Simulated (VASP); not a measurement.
Sc: band structure with PBE

The system is Sc.

```
Sc
1.0
     0.00000    2.26000    2.26000
     2.26000    0.00000    2.26000
     2.26000    2.26000    0.00000
Sc
1
Direct
  0.00000 0.00000 0.00000
```

This isn't the form of Sc at room conditions, which is hcp.

```yaml
Program: VASP 6.6.1
Task: band structure
Functional: PBE
Potentials_or_basis: VASP PAW PBE potentials, release 64 (Sc_sv)
Cutoff: 500 eV
k_mesh: 23 × 23 × 23
Occupations: methfessel-paxton of order 2, width 0.05 eV
Spin: no spin polarisation
Tolerance_level: tight
Purpose: bands
Route: KPOINTS_OPT
Further_INCAR_settings: ALGO = Normal; EDIFF = 1e-07; NBANDS = 16
```

The pressure is 3.7 GPa. The band gap along the path is zero within the smearing.

Levels at the corners of the path, in eV from the Fermi level:
```
point  band 3  band 4  band 5  band 6  band 7  band 8  band 9  band 10
    Γ  -27.64  -27.64   -5.31    1.67    1.67    1.67    3.17     3.17
    X  -27.81  -27.81   -1.66   -0.72    2.15    4.14    4.40     4.40
    X  -27.81  -27.81   -1.66   -0.72    2.15    4.14    4.40     4.40
    W  -27.96  -27.82   -0.74    0.23    0.23    2.66    4.40     7.33
    W  -27.96  -27.82   -0.74    0.23    0.23    2.66    4.40     7.33
    K  -27.92  -27.77   -0.90   -0.45    0.97    3.17    4.02     6.55
    K  -27.92  -27.77   -0.90   -0.45    0.97    3.17    4.02     6.55
    Γ  -27.64  -27.64   -5.31    1.67    1.67    1.67    3.17     3.17
    Γ  -27.64  -27.64   -5.31    1.67    1.67    1.67    3.17     3.17
    L  -27.70  -27.70   -1.84    0.35    1.55    1.55    4.15     4.15
    L  -27.70  -27.70   -1.84    0.35    1.55    1.55    4.15     4.15
    U  -27.92  -27.77   -0.90   -0.45    0.97    3.17    4.02     6.55
    U  -27.92  -27.77   -0.90   -0.45    0.97    3.17    4.02     6.55
    W  -27.96  -27.82   -0.74    0.23    0.23    2.66    4.40     7.33
    W  -27.96  -27.82   -0.74    0.23    0.23    2.66    4.40     7.33
    L  -27.70  -27.70   -1.84    0.35    1.55    1.55    4.15     4.15
    L  -27.70  -27.70   -1.84    0.35    1.55    1.55    4.15     4.15
    K  -27.92  -27.77   -0.90   -0.45    0.97    3.17    4.02     6.55
    U  -27.92  -27.77   -0.90   -0.45    0.97    3.17    4.02     6.55
    X  -27.81  -27.81   -1.66   -0.72    2.15    4.14    4.40     4.40
```

Run time: 41 s on 1 thread of Intel(R) Xeon(R) 6975P-C (Granite Rapids), with other jobs on the host, peak memory 0.29 GiB.

Caveat: the cell stands under pressure.
